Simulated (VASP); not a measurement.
A run of VASP 6.6.1 is set up as follows.

Contents of INCAR:

```
SYSTEM = CuAu
PREC = Accurate
ENCUT = 520
EDIFF = 1E-7
ISMEAR = 0
SIGMA = 0.1
LREAL = .False.
LASPH = .True.
NELM = 100
ALGO = Normal
ISIF = 2
LWAVE = .False.
LCHARG = .True.
GGA = PE
LELF = .True.
LVHAR = .True.
NBANDS = 18
```

File KPOINTS:

```
Automatic mesh
0
Gamma
  6 6 6
  0 0 0
```

File POSCAR:

```
CuAu
1.0
    2.8000000000      0.0000000000      0.0000000000
    0.0000000000      2.8000000000      0.0000000000
    0.0000000000      0.0000000000      3.6700000000
Cu Au
1 1
Direct
    0.5000000000      0.5000000000      0.5000000000
    0.0000000000      0.0000000000      0.0000000000
```

Potentials or basis: VASP PAW PBE potentials, release 64 (Cu, Au).

Launch:

```console
$ cat potpaw_PBE.64/Cu/POTCAR potpaw_PBE.64/Au/POTCAR > POTCAR
$ mpirun -np 1 vasp_std > vasp.out
```

(1) What does it give for the pressure?

(2) What does it give for the band gap on the k mesh?

## Answers

(1) 7.3 GPa.

(2) zero (band 11 reaches 14.33 eV, above the bottom of band 12 at 6.92 eV).

Caveat: the k points lie up to 0.37 Å⁻¹ apart; spin-orbit coupling is left out, which moves the levels of the heavy elements.
